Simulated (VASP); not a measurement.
**SnSe2: single point with r2SCAN**

Crystal: SnSe2.

```
Sn Se
1.0
     7.65033    0.00000    0.00000
    -3.82516    6.62538    0.00000
     0.00000    0.00000    6.22706
Sn Se
4 8
Direct
  0.00398 0.00807 0.99772
  0.99686 0.48849 0.00005
  0.50089 0.99780 0.00335
  0.49982 0.51483 0.99449
  0.18017 0.33130 0.26866
  0.33836 0.16596 0.74730
  0.18686 0.84788 0.24340
  0.33105 0.66364 0.75084
  0.64985 0.32646 0.25793
  0.83367 0.15950 0.74813
  0.65064 0.82133 0.25549
  0.82707 0.67013 0.73485
```

```yaml
Program: VASP 6.6.1
Task: single point
Functional: r2SCAN
Potentials_or_basis: VASP PAW PBE potentials, release 64 (Sn_d, Se)
Cutoff: 520 eV
k_mesh: 3 × 3 × 2
Occupations: fermi-dirac, width 0.086 eV
Spin: no spin polarisation
Dipole_correction: no
Further_INCAR_settings: ALGO = Normal; EDIFF = 1e-06; NBANDS = 64
```

The pressure is 1.0 GPa and the largest force is 1.370 eV/Å. The band gap on the k mesh is 0.61 eV.

Forces on the atoms (eV/Å):
```
Sn   0.522 -0.459  0.272
Sn  -0.454  0.496  0.596
Sn  -0.062  0.475 -0.311
Sn   0.718 -1.056 -0.011
Se  -0.722 -0.014 -0.710
Se  -0.162  0.191 -0.020
Se  -0.932 -0.922  0.399
Se  -0.387  0.012 -0.506
Se   0.701  0.464 -0.439
Se  -0.158  0.206 -0.138
Se   0.559  0.643  0.152
Se   0.376 -0.037  0.716
```

Stress tensor (GPa, compression positive):
```
 1.35 -0.08 -0.06
-0.08  1.25 -0.09
-0.06 -0.09  0.46
```

Levels at points of the mesh, in eV from the valence-band top:
```tsv
k point	band 49	band 50	band 51	band 52	band 53	band 54	band 55	band 56
(0.00, 0.00, 0.00)	-0.29	-0.24	-0.18	-0.10	1.01	1.28	1.47	1.66
(0.00, 0.00, 0.50)	-0.62	-0.53	-0.13	-0.12	0.61	0.96	1.16	2.76
```

Wall time 17 min on 1 thread of AMD EPYC 7R43 64-Core Processor (Zen 3), on a shared host, peak memory 0.49 GiB.

Caveat: the k points lie up to 0.50 Å⁻¹ apart; the PAW data sets were made with another functional, which shifts forces and pressure a little; spin-orbit coupling is left out, which moves the levels of the heavy elements. A k mesh can miss the band edges.
